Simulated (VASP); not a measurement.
Set up this calculation in VASP 6.6.1, as the native input.

```
Task                   : single point
Functional             : PBEsol
Dispersion             : D4
Potentials or basis    : VASP PAW PBE potentials, release 64 (Zr_sv, B)
Cutoff                 : 520 eV
k mesh                 : 10 × 10 × 8
Occupations            : fermi-dirac, width 0.05 eV
Spin                   : no spin polarisation
Dipole correction      : no
Further INCAR settings : ALGO = Normal; EDIFF = 1e-06; NBANDS = 16
```

The structure of ZrB2 lies in POSCAR:

```
ZrB2
1.0
    3.1271569103      0.0000000000      0.0000000000
   -1.5635784551      2.7081973259      0.0000000000
    0.0000000000      0.0000000000      3.4852509034
Zr B
1 2
Direct
    0.0000000000      0.0000000000      0.0000000000
    0.6666666667      0.3333333333      0.5000000000
    0.3333333333      0.6666666667      0.5000000000
```

These files were run (other wordings do the same):

INCAR

```
PREC = Accurate ; ENCUT = 520
EDIFF = 1E-6 ; ISMEAR = -1
SIGMA = 0.05 ; LREAL = F
LASPH = T ; NELM = 100
ALGO = Normal ; ISIF = 2
LWAVE = F ; LCHARG = F
GGA = PS ; IVDW = 13
NBANDS = 16
```

KPOINTS

```
Automatic mesh
0
Gamma
  10 10 8
```

Potentials or basis: VASP PAW PBE potentials, release 64 (Zr_sv, B).

Run with:

```bash
$ cat potpaw_PBE.64/Zr_sv/POTCAR potpaw_PBE.64/B/POTCAR > POTCAR
$ mpirun -np 1 vasp_std > vasp.out
```

It gave:

| Item | Value |
| --- | --- |
| Pressure | 3.1 GPa |
| Band gap on the k mesh | zero (band 9 reaches 11.47 eV, above the bottom of band 10 at 10.62 eV) |
| Dispersion energy per atom | -0.189 eV |

Caveat: the PAW data sets were made with another functional, which shifts forces and pressure a little; pairwise dispersion overbinds metals, which lowers pressure and volume.

Run time: 48 s on 1 thread of Intel Xeon 6975P-C, on a shared host, peak memory 0.17 GiB.
